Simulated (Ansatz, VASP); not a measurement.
**MnIn3: VASP beside Ansatz**

```
Mn In
1.0
    -2.96593    2.96593    2.96593
     2.96593   -2.96593    2.96593
     2.96593    2.96593   -2.96593
Mn In
1 3
Direct
  0.00000 0.00000 0.00000
  0.00000 0.50000 0.50000
  0.50000 0.00000 0.50000
  0.50000 0.50000 0.00000
```

Alike in both runs: functional PBE; k mesh 4 × 4 × 4; occupations gaussian, width 0.1 eV; collinear spin.

Ansatz relaxed the structure, and its values are those at the end. VASP's run is a single point on that final structure, the one shown.

|  | VASP | Ansatz |
| --- | --- | --- |
| version | VASP 6.6.1 | Ansatz 0.2.0 |
| potentials or method | VASP PAW PBE potentials, release 64 (Mn_pv, In_d), cutoff 520 eV | scalar-relativistic, plane waves, PAW |
| valence electrons in the cell | 52 | 54 |

```tsv
	VASP	Ansatz	Ansatz less VASP
gap on the k mesh at the Fermi level (eV)	none	none	-
pressure (GPa)	0.0	0.0	0.00
net moment per atom (μB)	1.01	1.01	+0.002
size of the moment on the site where the two differ most (μB)	3.87	3.99	+0.114
```

Site moments also hang on the region over which each program counts them. A gap of «none» marks a metal or a gap that the smearing closes. With one functional, cell and mesh, what is left measures potentials, basis and numerics. VASP's potentials hold 52 valence electrons a cell and Ansatz's 54, so a difference there can come from the potentials and not from the codes.

The k mesh is coarse, so the values compare programs but aren't converged.
